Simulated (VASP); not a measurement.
Write the native input for VASP 6.6.1 that does the following.

| Item | Value |
| --- | --- |
| Task | single point |
| Functional | PBEsol |
| Potentials or basis | VASP PAW PBE potentials, release 64 (Pt, Se) |
| Cutoff | 520 eV |
| k mesh | 6 × 6 × 6 |
| Occupations | fermi-dirac, width 0.02 eV |
| Spin | no spin polarisation |
| Dipole correction | no |
| Further INCAR settings | ALGO = Normal; EDIFF = 1e-07; NBANDS = 18 |

The structure of PtSe2 lies in POSCAR:

```
PtSe2
1.0
    1.8204971929      1.0510645444      5.4845021300
   -1.8204971929      1.0510645444      5.4845021300
    0.0000000000     -2.1021290888      5.4845021300
Pt Se
1 2
Direct
   -0.0007636755     -0.0007636755     -0.0007636755
    0.4219829436      0.4219829436      0.4219829436
    0.2454473985      0.2454473985      0.2454473985
```

The input as run:

INCAR

```
SYSTEM = PtSe2
ALGO = Normal
EDIFF = 1E-7
ENCUT = 520
GGA = PS
ISIF = 2
ISMEAR = -1
LASPH = .TRUE.
LCHARG = .FALSE.
LREAL = .FALSE.
LWAVE = .FALSE.
NBANDS = 18
NELM = 60
PREC = Accurate
SIGMA = 0.02
```

KPOINTS

```
k-points
0
G
  6 6 6
  0 0 0
```

Potentials or basis: VASP PAW PBE potentials, release 64 (Pt, Se).

Run with:

```bash
$ cat potpaw_PBE.64/Pt/POTCAR potpaw_PBE.64/Se/POTCAR > POTCAR
$ mpirun -np 1 vasp_std > vasp.out
```

Results of the run:

```yaml
Pressure: -1.2 GPa
Largest_force: 0.062 eV/Å
Band_gap_on_the_k_mesh: zero (band 11 reaches 6.61 eV, above the bottom of band 12 at 5.88 eV)
```

Caveat: the PAW data sets were made with another functional, which shifts forces and pressure a little; spin-orbit coupling is left out, which moves the levels of the heavy elements.

It took 74 s on 1 thread of Intel(R) Xeon(R) Platinum 8375C CPU @ 2.90GHz (Ice Lake) (shared host), peak memory 0.31 GiB.
